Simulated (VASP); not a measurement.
# ZrC (Fm-3m) in VASP: further runs, part 2 of 2

VASP 6.6.1. Earlier steps stand in the parts before.

### 3 Single point, PBEsol

This run uses another cell than the first one, of 13.23 Å³/atom, 1.020 times its volume.

INCAR reads:

```
PREC = Accurate
ENCUT = 520
EDIFF = 1E-7
ISMEAR = -1
SIGMA = 0.05
LREAL = F
LASPH = T
NELM = 60
ALGO = Normal
ISIF = 2
LWAVE = F
LCHARG = F
GGA = PS
NBANDS = 15
```

KPOINTS reads:

```
Automatic mesh
0
Gamma
  10 10 10
```

POSCAR reads:

```
ZrC
1.0
    0.0000000000      2.3650000000      2.3650000000
    2.3650000000      0.0000000000      2.3650000000
    2.3650000000      2.3650000000      0.0000000000
Zr C
1 1
Direct
    0.5000000000      0.5000000000      0.5000000000
    0.0000000000      0.0000000000      0.0000000000
```

Potentials or basis: VASP PAW PBE potentials, release 64 (Zr_sv, C).

On the command line:

```
cat potpaw_PBE.64/Zr_sv/POTCAR potpaw_PBE.64/C/POTCAR > POTCAR
mpirun -np 1 vasp_std > vasp.out
```

OUTCAR:

```text
PREC = Accurate
   ENCUT = 520
   EDIFF = 1E-7
   ISMEAR = -1
   LREAL = F
   LASPH = T
   NELM = 60
   ISIF = 2
   GGA = PS

 ion  position               nearest neighbor table
   1  0.500  0.500  0.500-   2 2.37   2 2.37   2 2.37   2 2.37   2 2.37   2 2.37
   2  0.000  0.000  0.000-   1 2.37   1 2.37   1 2.37   1 2.37   1 2.37   1 2.37

  LATTYP: Found a face centered cubic cell.
 ALAT       =     4.7300000000

  Lattice vectors:

 A1 = (   0.0000000000,   2.3650000000,   2.3650000000)
 A2 = (   2.3650000000,   0.0000000000,   2.3650000000)
 A3 = (   2.3650000000,   2.3650000000,   0.0000000000)

Analysis of symmetry for initial positions (statically):
=====================================================================
 Subroutine PRICEL returns:
 Original cell was already a primitive cell.

 Routine SETGRP: Setting up the symmetry group for a
 face centered cubic supercell.

 Subroutine GETGRP returns: Found 48 space group operations
 (whereof 48 operations were pure point group operations)
 out of a pool of 48 trial point group operations.

The static configuration has the point symmetry O_h .

Analysis of symmetry for dynamics (positions and initial velocities):
=====================================================================
 Subroutine PRICEL returns:
 Original cell was already a primitive cell.

 Routine SETGRP: Setting up the symmetry group for a
 face centered cubic supercell.

 Subroutine GETGRP returns: Found 48 space group operations
 (whereof 48 operations were pure point group operations)
 out of a pool of 48 trial point group operations.

The dynamic configuration has the point symmetry O_h .

 Subroutine INISYM returns: Found 48 space group operations
 (whereof 48 operations are pure point group operations),
 and found     1 'primitive' translations

----------------------------------------------------------------------------------------

                                     Primitive cell

  volume of cell :      26.4560

  direct lattice vectors                    reciprocal lattice vectors
     0.000000000  2.365000000  2.365000000    -0.211416490  0.211416490  0.211416490
     2.365000000  0.000000000  2.365000000     0.211416490 -0.211416490  0.211416490
     2.365000000  2.365000000  0.000000000     0.211416490  0.211416490 -0.211416490

  length of vectors
     3.344615075  3.344615075  3.344615075     0.366184103  0.366184103  0.366184103

  position of ions in fractional coordinates (direct lattice)
     0.500000000  0.500000000  0.500000000
     0.000000000  0.000000000  0.000000000

  ion indices of the primitive-cell ions
   primitive index   ion index
                 1           1
                 2           2

----------------------------------------------------------------------------------------

 KPOINTS: Automatic mesh

Automatic generation of k-mesh.
 Grid dimensions read from file:
 generate k-points for:   10   10   10

 Generating k-lattice:

  Cartesian coordinates                     Fractional coordinates (reciprocal lattice)
    -0.021141649  0.021141649  0.021141649     0.100000000  0.000000000  0.000000000
     0.021141649 -0.021141649  0.021141649     0.000000000  0.100000000  0.000000000
     0.021141649  0.021141649 -0.021141649     0.000000000  0.000000000  0.100000000

  Length of vectors
     0.036618410  0.036618410  0.036618410

  Shift w.r.t. Gamma in fractional coordinates (k-lattice)
     0.000000000  0.000000000  0.000000000

 Subroutine IBZKPT returns following result:
 ===========================================

 Found     47 irreducible k-points:

 Following reciprocal coordinates:
            Coordinates               Weight
  0.000000  0.000000  0.000000      1.000000
  0.100000  0.000000  0.000000      8.000000
  0.200000  0.000000  0.000000      8.000000
  0.300000  0.000000  0.000000      8.000000
  0.400000  0.000000  0.000000      8.000000
  0.500000  0.000000  0.000000      4.000000
[... 16 lines left out ...]
  0.300000  0.300000  0.000000      6.000000
  0.400000  0.300000  0.000000     24.000000
 [... further k-points ...]
   k-points           NKPTS =     47   k-points in BZ     NKDIM =     47   number of bands    NBANDS=     15
   number of dos      NEDOS =    301   number of ions     NIONS =      2
   total plane-waves  NPLWV =  21952
   dimension x,y,z NGX =    28 NGY =   28 NGZ =   28
   dimension x,y,z NGXF=    56 NGYF=   56 NGZF=   56
   ions per type =               1   1
   NGX,Y,Z   is equivalent  to a cutoff of  13.92, 13.92, 13.92 a.u.
   NGXF,Y,Z  is equivalent  to a cutoff of  27.84, 27.84, 27.84 a.u.
 SYSTEM =  unknown system
   PREC   = accura    normal or accurate (medium, high low for compatibility)
   ISTART =      0    job   : 0-new  1-cont  2-samecut
   ICHARG =      2    charge: 1-file 2-atom 10-const
   ISPIN  =      1    spin polarized calculation?
   LNONCOLLINEAR =      F non collinear calculations
   LSORBIT =      F    spin-orbit coupling
   LASPH  =      T    aspherical Exc in radial PAW
   ENCUT  =  520.0 eV  38.22 Ry    6.18 a.u.   6.22  6.22  6.22*2*pi/ulx,y,z
   NELM   =     60;   NELMIN=  2; NELMDL= -5     # of ELM steps
   EDIFF  = 0.1E-06   stopping-criterion for ELM
   LREAL  =      F    real-space projection
   EDIFFG = 0.1E-05   stopping-criterion for IOM
   NSW    =      0    number of steps for IOM
   IBRION =     -1    ionic relax: 0-MD 1-quasi-New 2-CG
   NFREE  =      0    steps in history (QN), initial steepest desc. (CG)
   ISIF   =      2    stress and relaxation
   ISYM   =      2    0-nonsym 1-usesym 2-fastsym
   POTIM  = 0.5000    time-step for ionic-motion
   TEBEG  =    0.0;   TEEND  =   0.0 temperature during run
   PSTRESS=    0.0 pullay stress
   NELECT =      16.0000    total number of electrons
   NUPDOWN=      -1.0000    fix difference up-down
   EMIN   =  10.00;   EMAX   =-10.00  energy-range for DOS
   EFERMI =   0.00;   METHOD = LEGACY
   ISMEAR =    -1;   SIGMA  =   0.05  broadening in eV -4-tet -1-fermi 0-gaus
   EFERMI_NEDOS =   21; number of points for ismear=-14 and -15
   IALGO  =     38    algorithm
   IMIX   =      4    mixing-type and parameters
     AMIX     =   0.40;   BMIX     =  1.00
     AMIX_MAG =   1.60;   BMIX_MAG =  1.00
  volume/ion in A,a.u.               =      13.23        89.27
  Fermi-wavevector in a.u.,A,eV,Ry     =   1.384439  2.616209 26.077880  1.916670
  Thomas-Fermi vector in A             =   2.508943
   LORBIT       =      0    0 simple, 1 ext, 2 COOP (PROOUT), +10 PAW based schemes
   GGA     = PS    functional components
   LHFCALC =     F    Hartree Fock is set to
   AEXX    =    0.0000 exact exchange contribution
   IVDW    =     0    specifies the selected vdW correction
   LEPSILON=     F    determine dielectric tensor
   LRPA    =     F    only Hartree local field effects (RPA)
 non-spin polarized calculation
  energy-cutoff  :      520.00
  volume of cell :       26.46
 maximum number of plane-waves:       728
 NGX is ok and might be reduce to    28
   NGX = 13   NGY = 13   NGZ = 13

 number of electron      16.0000000 magnetization

 Free energy of the ion-electron system (eV)
  ---------------------------------------------------
  ext. energy  EPLUGINS =         0.00000000
  ---------------------------------------------------
  free energy    TOTEN  =       -20.54718400 eV

  energy without entropy =      -20.54454182  energy(sigma->0) =      -20.54586291

 E-fermi :   9.2870     XC(G=0): -12.1875

 val. band max:        9.2158577325   @ k =   0.1000   0.0000   0.0000
 cond. band min:       9.3280730940   @ k =   0.5000   0.5000   0.0000
 fundamental gap:      0.1122153615
 Fermi energy:         9.2869548911

 k-point     1 :       0.0000    0.0000    0.0000
  band No.  band energies     occupation
      1     -38.7690      2.00000
      2     -16.5218      2.00000
      3     -16.5218      2.00000
      4     -16.5218      2.00000
      5      -1.9371      2.00000
      6      10.2244      0.00000
      7      10.2244      0.00000
      8      10.2244      0.00000
      9      10.3281      0.00000
     10      10.3281      0.00000
     11      10.3282      0.00000
     12      12.0293      0.00000
     13      12.0293      0.00000
     14      16.3565      0.00000
     15      19.6241      0.00000
[... 397 lines left out ...]
 k-point    24 :       0.4000    0.3000    0.0000
  band No.  band energies     occupation
      1     -38.6680      2.00000
      2     -17.1020      2.00000
      3     -16.7523      2.00000
      4     -16.7274      2.00000
      5      -0.4359      2.00000
      6       6.1027      2.00000
      7       7.5816      2.00000
      8       8.6527      1.99999
      9       9.4643      0.05596
     10      13.7358      0.00000
     11      14.6687      0.00000
     12      14.7868      0.00000
     13      16.8808      0.00000
     14      20.7089      0.00000
     15      21.9693      0.00000

 [... further k-points ...]
[... 5 lines left out ...]
  --------------------------------------------------------------------------------------
  -------------------------------------------------------------------------------------
  Total       -1.3476260     -1.3476260     -1.3476260      0.0000000     -0.0000000     -0.0000000
  in kB      -81.6124737    -81.6124737    -81.6124737      0.0000000     -0.0000000     -0.0000000
  external PRESSURE =     -81.6124737 kB  Pullay stress =       0.0000000 kB

 VOLUME and BASIS-vectors are now :
 -----------------------------------------------------------------------------
  energy-cutoff  :      520.00
  volume of cell :       26.46
      direct lattice vectors                 reciprocal lattice vectors
     0.000000000  2.365000000  2.365000000    -0.211416490  0.211416490  0.211416490
     2.365000000  0.000000000  2.365000000     0.211416490 -0.211416490  0.211416490
     2.365000000  2.365000000  0.000000000     0.211416490  0.211416490 -0.211416490

 POSITION                                       TOTAL-FORCE (eV/Angst)
 -----------------------------------------------------------------------------------
      2.36500      2.36500      2.36500         0.000000     -0.000000      0.000000
      0.00000      0.00000      0.00000        -0.000000      0.000000     -0.000000
 -----------------------------------------------------------------------------------
    total drift:                                0.000000      0.000000      0.000000

  FREE ENERGIE OF THE ION-ELECTRON SYSTEM (eV)
  ---------------------------------------------------
  free  energy   TOTEN  =       -20.5471840031 eV

  energy  without entropy=      -20.5445418161  energy(sigma->0) =      -20.54586291
```

stdout:

```text
POSCAR found type information on POSCAR ZrC
 POSCAR found :  2 types and       2 ions
 scaLAPACK will be used
 -----------------------------------------------------------------------------
|                                                                             |
|                                                                             |
|     You enforced a specific xc type in the INCAR file but a different       |
|     I HOPE YOU KNOW WHAT YOU ARE DOING!                                     |
|                                                                             |
 -----------------------------------------------------------------------------

 LDA part: xc-table for (Slater+PW92), standard interpolation
 POSCAR, INCAR and KPOINTS ok, starting setup
 FFT: planning ... GRIDC
 FFT: planning ... GRID_SOFT
 FFT: planning ... GRID
 WAVECAR not read
 entering main loop
```

It took 12 s on 1 thread of Intel Xeon 6975P-C, shared host; peak memory 0.17 GiB.

What came out:

```yaml
Free_energy: -20.5472 eV
Pressure: -8.2 GPa
Band_gap_on_the_k_mesh: zero (band 8 reaches 10.22 eV, above the bottom of band 9 at 8.95 eV)
```

Levels at points of the mesh, in eV from the Fermi level:
```
           k point  band 4  band 5  band 6  band 7  band 8  band 9  band 10  band 11  band 12  band 13
(0.00, 0.00, 0.00)  -25.81  -11.22    0.94    0.94    0.94    1.04     1.04     1.04     2.74     2.74
(0.50, 0.00, 0.00)  -25.88   -8.19   -5.27   -2.89   -2.89    4.39     4.39     5.21     6.38     9.95
(0.50, 0.50, 0.00)  -26.08  -10.03   -2.10   -1.77    0.04    0.04     4.36     5.53     5.53     7.81
```

Caveat: the PAW data sets were made with another functional, which shifts forces and pressure a little.

### 4 Single point, PBEsol (volume scaled by 1.04)

INCAR: that of step 3 with these lines changed.

```diff
@@ -7,3 +7,3 @@
 LASPH = T
-NELM = 60
+NELM = 100
 ALGO = Normal
```

KPOINTS is that of step 3.

POSCAR reads:

```
ZrC
1.0
    0.0000000000      2.3961219900      2.3961219900
    2.3961219900      0.0000000000      2.3961219900
    2.3961219900      2.3961219900      0.0000000000
Zr C
1 1
Direct
    0.5000000000      0.5000000000      0.5000000000
    0.0000000000      0.0000000000      0.0000000000
```

On the command line:

```
cat potpaw_PBE.64/Zr_sv/POTCAR potpaw_PBE.64/C/POTCAR > POTCAR
mpirun -np 1 vasp_std > vasp.out
```

Wall time 13 s (1 thread of Intel Xeon 6975P-C, shared host); peak memory 0.17 GiB.

Results (log left out):

- Free energy: -20.4690 eV
- Pressure: -15.4 GPa
- Band gap on the k mesh: zero (band 8 reaches 9.78 eV, above the bottom of band 9 at 8.51 eV)

Levels at points of the mesh, in eV from the Fermi level:
```
           k point  band 5  band 6  band 7  band 8  band 9  band 10  band 11  band 12
(0.00, 0.00, 0.00)  -11.08    0.93    0.93    0.93    1.02     1.02     1.02     2.63
(0.50, 0.00, 0.00)   -8.24   -5.12   -2.76   -2.76    4.18     4.18     4.97     6.21
(0.50, 0.50, 0.00)   -9.87   -2.15   -1.65    0.00    0.00     4.15     5.26     5.26
```

Caveat: the cell differs from its parent crystal (volume scaled by 1.04); the PAW data sets were made with another functional, which shifts forces and pressure a little.

### 5 Overview

```csv
cell,gap on the mesh (eV),pressure (GPa)
"a = 3.322 Å, angles 60.0°, 2 atoms",none,-3.9
"a = 3.345 Å, angles 60.0°, 2 atoms",none,-8.2
"a = 3.389 Å, angles 60.0°, 2 atoms",none,-15.4
```

Alike in all rows: task single point; level PBEsol; potentials or basis VASP PAW PBE potentials, release 64 (Zr_sv, C); no spin polarisation; k mesh 10 × 10 × 10; cutoff (eV) 520; smearing fermi-dirac 0.05 eV.

Caveats: the PAW data sets were made with another functional, which shifts forces and pressure a little.

Absolute energies hang on the potentials; compare differences alone.
